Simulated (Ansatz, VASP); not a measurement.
# Si2W in VASP and in Ansatz

Contents of INCAR:

```
SYSTEM = Si2W
PREC = Accurate
ENCUT = 520
EDIFF = 1E-6
ISMEAR = -1
SIGMA = 0.05
LREAL = .FALSE.
LASPH = .TRUE.
NELM = 60
ALGO = Normal
ISIF = 2
LWAVE = .FALSE.
LCHARG = .FALSE.
GGA = CA
NBANDS = 18
```

Contents of KPOINTS:

```
Automatic mesh
0
G
  12 12 12
  0 0 0
```

The input POSCAR:

```
Si2W
1.0
   -1.5961151113      1.5961151113      3.8886743761
    1.5961151113     -1.5961151113      3.8886743761
    1.5961151113      1.5961151113     -3.8886743761
W Si
1 2
Direct
    0.0000000000      0.0000000000      0.0000000000
    0.6653000000      0.6653000000      0.0000000000
    0.3347000000      0.3347000000      0.0000000000
```

Contents of input.yaml:

```yaml
crystal:
  lattice:
    - [-1.5961151113, 1.5961151113, 3.8886743761]
    - [1.5961151113, -1.5961151113, 3.8886743761]
    - [1.5961151113, 1.5961151113, -3.8886743761]
  atoms:
    - { symbol: W, position: [0.0, 0.0, 0.0] }
    - { symbol: Si, position: [0.6653, 0.6653, 0.0] }
    - { symbol: Si, position: [0.3347, 0.3347, 0.0] }
kpoints:
  mp_grid: { grid: [12, 12, 12] }
scf:
  occupations: { method: fermi_dirac, width: 0.05 }
hamiltonian:
  xc: lda
  pseudopotentials: { kind: all_electron, lapw: { basis_error: 0.002 } }
output:
  forces: true
  stress: true
  eigenvalues: true
```

Change from the starting cell: volume scaled by 0.98.

Alike in both runs: task single point; functional LDA; k mesh 12 × 12 × 12; occupations fermi-dirac, width 0.05 eV; no spin polarisation.

|  | VASP | Ansatz |
| --- | --- | --- |
| version | VASP 6.6.1 | Ansatz 0.2.0 |
| potentials or method | VASP PAW LDA potentials, release 64 (W_sv, Si), cutoff 520 eV | all-electron LAPW, scalar-relativistic |

Ansatz gave:

```
gap on the k mesh at the Fermi level (eV)                     : none
pressure (GPa)                                                : -1.2
traceless stress, the component that is largest in VASP (GPa) : 0.35
rms of the force components (eV/Å)                            : 0.000
```

Question: Which values does VASP return?

Answer: gap on the k mesh at the Fermi level (eV): none; pressure (GPa): -0.4; traceless stress, the component that is largest in VASP (GPa): 0.41; rms of the force components (eV/Å): 0.007.

LDA's correlation is that of Perdew and Zunger in VASP and of Perdew and Wang (1992) in Ansatz. Atom by atom the forces differ by 0.008 eV/Å (rms over components). A gap of «none» marks a metal or a gap that the smearing closes. Ansatz ran all-electron here, and VASP with PAW potentials.

Spin-orbit coupling is off throughout.
